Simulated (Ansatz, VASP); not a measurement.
One calculation of AgCl, two programs

```
Ag Cl
1.0
     0.00000    3.03050    3.03050
     3.03050    0.00000    3.03050
     3.03050    3.03050    0.00000
Ag Cl
1 1
Direct
  0.50000 0.50000 0.50000
  0.00000 0.00000 0.00000
```

Change from the starting cell: strain +0.080 along x and y, +0.080 along z, atoms carried along.

Alike in both runs: task single point; functional PBE; k mesh 8 × 8 × 8; occupations gaussian, width 0.05 eV; no spin polarisation.

|  | VASP | Ansatz |
| --- | --- | --- |
| version | VASP 6.6.1 | Ansatz 0.2.0 |
| potentials or method | VASP PAW PBE potentials, release 64 (Ag, Cl), cutoff 520 eV | scalar-relativistic, plane waves, PAW |
| valence electrons in the cell | 18 | 26 |

```csv
,VASP,Ansatz,Ansatz less VASP
gap on the k mesh at the Fermi level (eV),1.09,1.09,+0.004
least direct gap on the mesh (eV),2.41,2.41,+0.001
pressure (GPa),-5.3,-5.3,+0.07
```

VASP's potentials hold 18 valence electrons a cell and Ansatz's 26, so a difference there can come from the potentials and not from the codes.
